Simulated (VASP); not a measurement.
# Ti2O (P-3m1) in VASP: further runs, part 2 of 2

VASP 6.6.1.

## 3. Single point, LDA

This run uses another cell than the first one, of 12.99 Å³/atom, 1.037 times its volume.

Input file INCAR:

```
SYSTEM = Ti2O
PREC     = Accurate       ! precision mode
ENCUT    = 520            ! plane-wave cutoff, eV
EDIFF    = 1E-6           ! SCF threshold, eV
ISMEAR   = -1             ! smearing method
SIGMA    = 0.1            ! smearing width, eV
LREAL    = .False.        ! projectors in reciprocal space
LASPH    = .True.         ! aspherical terms in the spheres
NELM     = 80             ! most SCF steps
ALGO     = Normal         ! electronic algorithm
ISIF     = 2              ! what is computed and relaxed
LWAVE    = .False.        ! write WAVECAR
LCHARG   = .False.        ! write CHGCAR
GGA      = CA             ! functional
NBANDS   = 22             ! bands
```

Input file KPOINTS:

```
Automatic mesh
0
Gamma
  11 11 6
  0 0 0
```

Input file POSCAR:

```
Ti2O
1.0
    3.0317934562      0.0000000000      0.0000000000
   -1.5158967281      2.6256101481      0.0000000000
    0.0000000000      0.0000000000      4.8944449404
Ti O
2 1
Direct
    0.6666666667      0.3333333333      0.2787400000
    0.3333333333      0.6666666667      0.7212600000
    0.0000000000      0.0000000000      0.0000000000
```

Potentials or basis: VASP PAW LDA potentials, release 64 (Ti_sv, O).

The run is started by

```sh
$ cat potpaw_LDA.64/Ti_sv/POTCAR potpaw_LDA.64/O/POTCAR > POTCAR
$ mpirun -np 1 vasp_std > vasp.out
```

OUTCAR:

```text
SYSTEM = Ti2O
   PREC = Accurate
   ENCUT = 520
   EDIFF = 1E-6
   ISMEAR = -1
   LREAL = .False.
   LASPH = .True.
   NELM = 80
   ISIF = 2
   GGA = CA

 ion  position               nearest neighbor table
   1  0.667  0.333  0.279-   3 2.22   3 2.22   3 2.22   2 2.78   2 2.78   2 2.78
   2  0.333  0.667  0.721-   3 2.22   3 2.22   3 2.22   1 2.78   1 2.78   1 2.78
   3  0.000  0.000  0.000-   2 2.22   1 2.22   2 2.22   1 2.22   1 2.22   2 2.22

  LATTYP: Found a hexagonal cell.
 ALAT       =     3.0317934562
 C/A-ratio  =     1.6143728163

  Lattice vectors:

 A1 = (   3.0317934562,   0.0000000000,   0.0000000000)
 A2 = (  -1.5158967281,   2.6256101481,   0.0000000000)
 A3 = (   0.0000000000,   0.0000000000,   4.8944449404)

Analysis of symmetry for initial positions (statically):
=====================================================================
 Subroutine PRICEL returns:
 Original cell was already a primitive cell.

 Routine SETGRP: Setting up the symmetry group for a
 hexagonal supercell.

 Subroutine GETGRP returns: Found 12 space group operations
 (whereof 12 operations were pure point group operations)
 out of a pool of 24 trial point group operations.

The static configuration has the point symmetry D_3d.

Analysis of symmetry for dynamics (positions and initial velocities):
=====================================================================
 Subroutine PRICEL returns:
 Original cell was already a primitive cell.

 Routine SETGRP: Setting up the symmetry group for a
 hexagonal supercell.

 Subroutine GETGRP returns: Found 12 space group operations
 (whereof 12 operations were pure point group operations)
 out of a pool of 24 trial point group operations.

The dynamic configuration has the point symmetry D_3d.

 Subroutine INISYM returns: Found 12 space group operations
 (whereof 12 operations are pure point group operations),
 and found     1 'primitive' translations

----------------------------------------------------------------------------------------

                                     Primitive cell

  volume of cell :      38.9613

  direct lattice vectors                    reciprocal lattice vectors
     3.031793456  0.000000000  0.000000000     0.329837772  0.190431927  0.000000000
    -1.515896728  2.625610148  0.000000000     0.000000000  0.380863854  0.000000000
     0.000000000  0.000000000  4.894444940     0.000000000  0.000000000  0.204313260

  length of vectors
     3.031793456  3.031793453  4.894444940     0.380863854  0.380863854  0.204313260

  position of ions in fractional coordinates (direct lattice)
     0.666666667  0.333333333  0.278740000
     0.333333333  0.666666667  0.721260000
     0.000000000  0.000000000  0.000000000

  ion indices of the primitive-cell ions
   primitive index   ion index
                 1           1
                 2           2
                 3           3

----------------------------------------------------------------------------------------

 KPOINTS: Automatic mesh

Automatic generation of k-mesh.
 Grid dimensions read from file:
 generate k-points for:   11   11    6

 Generating k-lattice:

  Cartesian coordinates                     Fractional coordinates (reciprocal lattice)
     0.029985252  0.017311993  0.000000000     0.090909091 -0.000000000  0.000000000
     0.000000000  0.034623987  0.000000000     0.000000000  0.090909091  0.000000000
     0.000000000  0.000000000  0.034052210     0.000000000  0.000000000  0.166666667

  Length of vectors
     0.034623987  0.034623987  0.034052210

  Shift w.r.t. Gamma in fractional coordinates (k-lattice)
     0.000000000  0.000000000  0.000000000

 Subroutine IBZKPT returns following result:
 ===========================================

 Found     84 irreducible k-points:

 Following reciprocal coordinates:
            Coordinates               Weight
  0.000000  0.000000  0.000000      1.000000
  0.090909  0.000000  0.000000      6.000000
  0.181818  0.000000  0.000000      6.000000
  0.272727  0.000000  0.000000      6.000000
  0.363636 -0.000000  0.000000      6.000000
  0.454545 -0.000000  0.000000      6.000000
[... 16 lines left out ...]
  0.000000  0.272727  0.166667      6.000000
  0.363636 -0.000000  0.166667      6.000000
 [... further k-points ...]
   k-points           NKPTS =     84   k-points in BZ     NKDIM =     84   number of bands    NBANDS=     22
   number of dos      NEDOS =    301   number of ions     NIONS =      3
   total plane-waves  NPLWV =  20736
   dimension x,y,z NGX =    24 NGY =   24 NGZ =   36
   dimension x,y,z NGXF=    48 NGYF=   48 NGZF=   72
   ions per type =               2   1
   NGX,Y,Z   is equivalent  to a cutoff of  13.16, 13.16, 12.23 a.u.
   NGXF,Y,Z  is equivalent  to a cutoff of  26.32, 26.32, 24.46 a.u.
 SYSTEM =  Ti2O
   PREC   = accura    normal or accurate (medium, high low for compatibility)
   ISTART =      0    job   : 0-new  1-cont  2-samecut
   ICHARG =      2    charge: 1-file 2-atom 10-const
   ISPIN  =      1    spin polarized calculation?
   LNONCOLLINEAR =      F non collinear calculations
   LSORBIT =      F    spin-orbit coupling
   LASPH  =      T    aspherical Exc in radial PAW
   ENCUT  =  520.0 eV  38.22 Ry    6.18 a.u.   5.64  5.64  9.10*2*pi/ulx,y,z
   NELM   =     80;   NELMIN=  2; NELMDL= -5     # of ELM steps
   EDIFF  = 0.1E-05   stopping-criterion for ELM
   LREAL  =      F    real-space projection
   EDIFFG = 0.1E-04   stopping-criterion for IOM
   NSW    =      0    number of steps for IOM
   IBRION =     -1    ionic relax: 0-MD 1-quasi-New 2-CG
   NFREE  =      0    steps in history (QN), initial steepest desc. (CG)
   ISIF   =      2    stress and relaxation
   ISYM   =      2    0-nonsym 1-usesym 2-fastsym
   POTIM  = 0.5000    time-step for ionic-motion
   TEBEG  =    0.0;   TEEND  =   0.0 temperature during run
   PSTRESS=    0.0 pullay stress
   NELECT =      30.0000    total number of electrons
   NUPDOWN=      -1.0000    fix difference up-down
   EMIN   =  10.00;   EMAX   =-10.00  energy-range for DOS
   EFERMI =   0.00;   METHOD = LEGACY
   ISMEAR =    -1;   SIGMA  =   0.10  broadening in eV -4-tet -1-fermi 0-gaus
   EFERMI_NEDOS =   21; number of points for ismear=-14 and -15
   IALGO  =     38    algorithm
   IMIX   =      4    mixing-type and parameters
     AMIX     =   0.40;   BMIX     =  1.00
     AMIX_MAG =   1.60;   BMIX_MAG =  1.00
  volume/ion in A,a.u.               =      12.99        87.64
  Fermi-wavevector in a.u.,A,eV,Ry     =   1.500505  2.835544 30.633730  2.251516
  Thomas-Fermi vector in A             =   2.611997
   LORBIT       =      0    0 simple, 1 ext, 2 COOP (PROOUT), +10 PAW based schemes
   GGA     = CA    functional components
   LHFCALC =     F    Hartree Fock is set to
   AEXX    =    0.0000 exact exchange contribution
   IVDW    =     0    specifies the selected vdW correction
   LEPSILON=     F    determine dielectric tensor
   LRPA    =     F    only Hartree local field effects (RPA)
 non-spin polarized calculation
  energy-cutoff  :      520.00
  volume of cell :       38.96
 maximum number of plane-waves:      1087
 NGX is ok and might be reduce to    24
   NGX = 11   NGY = 11   NGZ = 19

 number of electron      30.0000010 magnetization

 Free energy of the ion-electron system (eV)
  ---------------------------------------------------
  ext. energy  EPLUGINS =         0.00000000
  ---------------------------------------------------
  free energy    TOTEN  =       -28.36356910 eV

  energy without entropy =      -28.32764041  energy(sigma->0) =      -28.34560475

 E-fermi :   8.7982     XC(G=0): -12.2936

 val. band max:        8.7973072457   @ k =   0.2727   0.0000   0.3333
 cond. band min:       8.8112411699   @ k =   0.4545  -0.0000   0.3333
 fundamental gap:      0.0139339241
 Fermi energy:         8.7981676830

 k-point     1 :       0.0000    0.0000    0.0000
  band No.  band energies     occupation
      1     -47.8289      2.00000
      2     -47.7073      2.00000
      3     -24.7779      2.00000
      4     -24.2421      2.00000
      5     -24.2421      2.00000
      6     -24.1547      2.00000
[... 14 lines left out ...]
     21       9.9570      0.00002
     22      12.3394      0.00000
[... 552 lines left out ...]
  band No.  band energies     occupation
      1     -47.7524      2.00000
      2     -47.6947      2.00000
      3     -24.6486      2.00000
      4     -24.5828      2.00000
      5     -24.3799      2.00000
      6     -24.3373      2.00000
[... 14 lines left out ...]
     21      11.3641      0.00000
     22      12.2996      0.00000

 [... further k-points ...]
[... 5 lines left out ...]
  --------------------------------------------------------------------------------------
  -------------------------------------------------------------------------------------
  Total       -4.9757927     -4.9757927     -4.4068089      0.0000000      0.0000000      0.0000000
  in kB     -204.6159870   -204.6159864   -181.2180697      0.0000000      0.0000000      0.0000000
  external PRESSURE =    -196.8166810 kB  Pullay stress =       0.0000000 kB

 VOLUME and BASIS-vectors are now :
 -----------------------------------------------------------------------------
  energy-cutoff  :      520.00
  volume of cell :       38.96
      direct lattice vectors                 reciprocal lattice vectors
     3.031793456  0.000000000  0.000000000     0.329837772  0.190431927  0.000000000
    -1.515896728  2.625610148  0.000000000     0.000000000  0.380863854  0.000000000
     0.000000000  0.000000000  4.894444940     0.000000000  0.000000000  0.204313260

 POSITION                                       TOTAL-FORCE (eV/Angst)
 -----------------------------------------------------------------------------------
      1.51590      0.87520      1.36428        -0.000000      0.000000     -1.302110
     -0.00000      1.75041      3.53017         0.000000     -0.000000      1.302110
      0.00000      0.00000      0.00000        -0.000000      0.000000      0.000000
 -----------------------------------------------------------------------------------
    total drift:                               -0.000000      0.000000      0.000000

  FREE ENERGIE OF THE ION-ELECTRON SYSTEM (eV)
  ---------------------------------------------------
  free  energy   TOTEN  =       -28.3635690970 eV

  energy  without entropy=      -28.3276404077  energy(sigma->0) =      -28.34560475
```

Wall time 49 s (1 thread of Intel Xeon Platinum 8375C at 2.90GHz (Ice Lake), shared host); peak memory 0.18 GiB.

What came out:

| Property | Result |
| --- | --- |
| Free energy | -28.3636 eV |
| Pressure | -19.7 GPa |
| Largest force | 1.302 eV/Å |
| Band gap on the k mesh | zero (band 15 reaches 9.19 eV, above the bottom of band 16 at 8.47 eV) |

Forces on the atoms (eV/Å):
```
Ti   0.000  0.000 -1.302
Ti   0.000  0.000  1.302
O    0.000  0.000  0.000
```

Caveat: forces of over 1 eV/Å act on the atoms, so gaps and moduli don't describe the material at rest.
